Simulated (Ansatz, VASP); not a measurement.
# Sb in VASP and in Ansatz

Contents of INCAR:

```
ALGO     = Normal         # electronic algorithm
EDIFF    = 1E-7           # SCF threshold, eV
ENCUT    = 520            # plane-wave cutoff, eV
GGA      = PE             # functional
ISIF     = 2              # what is computed and relaxed
ISMEAR   = -1             # smearing method
LASPH    = True           # aspherical terms in the spheres
LCHARG   = True           # write CHGCAR
LELF     = True           # ELF
LREAL    = False          # projectors in reciprocal space
LVHAR    = True         
LWAVE    = False          # write WAVECAR
NBANDS   = 12             # bands
NELM     = 100            # most SCF steps
PREC     = Accurate       # precision mode
SIGMA    = 0.05           # smearing width, eV
```

File KPOINTS:

```
k-points
0
Gamma
  9 9 9
```

The input POSCAR:

```
Sb
1.0
    2.1075883254      1.2168166870      3.7440000000
   -2.1075883254      1.2168166870      3.7440000000
    0.0000000000     -2.4336333739      3.7440000000
Sb
2
Direct
    0.2336400000      0.2336400000      0.2336400000
    0.7663600000      0.7663600000      0.7663600000
```

Input for Ansatz:

```yaml
crystal:
  lattice:
    - [2.1075883254, 1.216816687, 3.744]
    - [-2.1075883254, 1.216816687, 3.744]
    - [0.0, -2.4336333739, 3.744]
  atoms:
    - { symbol: Sb, position: [0.23364, 0.23364, 0.23364] }
    - { symbol: Sb, position: [0.76636, 0.76636, 0.76636] }
kpoints:
  mp_grid: { grid: [9, 9, 9] }
scf:
  occupations: { method: fermi_dirac, width: 0.05 }
hamiltonian:
  xc: pbe
  pseudopotentials: { kind: all_electron, lapw: { basis_error: 0.0005 } }
output:
  forces: true
  stress: true
  eigenvalues: true
```

Change from the starting cell: x and y stretched by -2 %, z held.

Alike in both runs: task single point; functional PBE; k mesh 9 × 9 × 9; occupations fermi-dirac, width 0.05 eV; no spin polarisation.

|  | VASP | Ansatz |
| --- | --- | --- |
| version | VASP 6.6.1 | Ansatz 0.2.0 |
| potentials or method | VASP PAW PBE potentials, release 64 (Sb), cutoff 520 eV | all-electron LAPW, scalar-relativistic |

|  | VASP | Ansatz | Ansatz less VASP |
| --- | --- | --- | --- |
| pressure (GPa) | 6.2 | 6.1 | -0.12 |
| traceless stress, the component that is largest in VASP (GPa) | -1.15 | -1.10 | +0.046 |
| rms of the force components (eV/Å) | 0.280 | 0.246 | -0.0334 |

Atom by atom the forces differ by 0.033 eV/Å (rms over components). Ansatz ran all-electron here, and VASP with PAW potentials.

Spin-orbit coupling is off throughout.
